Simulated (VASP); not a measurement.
Set up this calculation in VASP 6.6.1, as the native input.

- Task: single point
- Functional: PBEsol
- Potentials or basis: VASP PAW PBE potentials, release 64 (Hg)
- Cutoff: 520 eV
- k mesh: 4 × 4 × 4
- Occupations: fermi-dirac, width 0.15 eV
- Spin: no spin polarisation
- Dipole correction: no
- Further INCAR settings: ALGO = Normal; EDIFF = 1e-06; NBANDS = 12

The structure of Hg lies in POSCAR:

```
Hg
1.0
    5.7700000000      0.0000000000      0.0000000000
    0.0000000000      5.7700000000      0.0000000000
    0.0000000000      0.0000000000      5.7700000000
Hg
1
Direct
    0.5000000000      0.5000000000      0.5000000000
```

These files were run (other wordings do the same):

INCAR

```
SYSTEM = Hg
  PREC = Accurate
  ENCUT = 520
  EDIFF = 1E-6
  ISMEAR = -1
  SIGMA = 0.15
  LREAL = .False.
  LASPH = .True.
  NELM = 100
  ALGO = Normal
  ISIF = 2
  LWAVE = .False.
  LCHARG = .False.
  GGA = PS
  NBANDS = 12
```

KPOINTS

```
regular mesh
0
Gamma
  4 4 4
  0 0 0
```

Potentials or basis: VASP PAW PBE potentials, release 64 (Hg).

Command:

```console
$ cat potpaw_PBE.64/Hg/POTCAR > POTCAR
$ mpirun -np 1 vasp_std > vasp.out
```

It gave:

| Item | Value |
| --- | --- |
| Pressure | 0.0 GPa |
| Band gap on the k mesh | 4.84 eV, indirect (least direct gap 5.04 eV) |

Caveat: the PAW data sets were made with another functional, which shifts forces and pressure a little; spin-orbit coupling is left out, which moves the levels of the heavy elements.

It took 8 s on 1 thread of Intel(R) Xeon(R) 6975P-C (Granite Rapids), on a shared host, peak memory 0.3 GiB.
